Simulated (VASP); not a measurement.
# Hf3GeRu: single point with PBE

The system is Hf3GeRu.

```
CELL_PARAMETERS angstrom
7.24868 0.00000 0.00000
-3.62434 6.27754 0.00000
0.00000 0.00000 4.57884
ATOMIC_POSITIONS crystal
Hf 0.19603 0.80397 0.26660
Hf 0.39206 0.19603 0.76660
Hf 0.19603 0.39206 0.26660
Hf 0.80397 0.19603 0.76660
Hf 0.60794 0.80397 0.26660
Hf 0.80397 0.60794 0.76660
Ge 0.00000 0.00000 0.01660
Ge 0.00000 0.00000 0.51660
Ru 0.33333 0.66667 0.76660
Ru 0.66667 0.33333 0.26660
```

The cell was generated, and may not be a known phase.

| Quantity | Value |
| --- | --- |
| Program | VASP 6.6.1 |
| Task | single point |
| Functional | PBE |
| Potentials or basis | VASP PAW PBE potentials, release 64 (Hf_pv, Ge_d, Ru_pv) |
| Cutoff | 520 eV |
| k mesh | 3 × 3 × 4 |
| Occupations | gaussian, width 0.1 eV |
| Spin | no spin polarisation |
| Dipole correction | no |
| Further INCAR settings | ALGO = Fast; EDIFF = 1e-07; NBANDS = 69 |

| Item | Value |
| --- | --- |
| Pressure | -0.6 GPa |
| Largest force | 0.035 eV/Å |
| Band gap on the k mesh | zero (bands 58 and 59 overlap by 0.78 eV) |

Forces in eV/Å, atoms in the order of the input:
```
Hf   0.030 -0.017  0.000
Hf   0.030  0.017  0.000
Hf   0.000  0.035  0.000
Hf  -0.030  0.017  0.000
Hf  -0.030 -0.017  0.000
Hf   0.000 -0.035  0.000
Ge   0.000  0.000  0.000
Ge   0.000  0.000  0.000
Ru   0.000  0.000  0.000
Ru   0.000  0.000  0.000
```

Stress tensor (GPa, compression positive):
```
-0.49  0.00  0.00
 0.00 -0.49  0.00
 0.00  0.00 -0.74
```

Levels at points of the mesh, in eV from the Fermi level:
```tsv
k point	band 56	band 57	band 58	band 59	band 60	band 61
(0.00, 0.00, 0.00)	0.12	0.12	0.16	0.25	0.30	0.30
(0.00, 0.00, 0.50)	-0.22	-0.22	-0.22	0.16	0.16	0.73
```

Run time: 4 min on 1 thread of AMD EPYC 9R45 96-Core Processor (Zen 5), on a shared host, peak memory 0.36 GiB.

Caveat: spin-orbit coupling is left out, which moves the levels of the heavy elements.
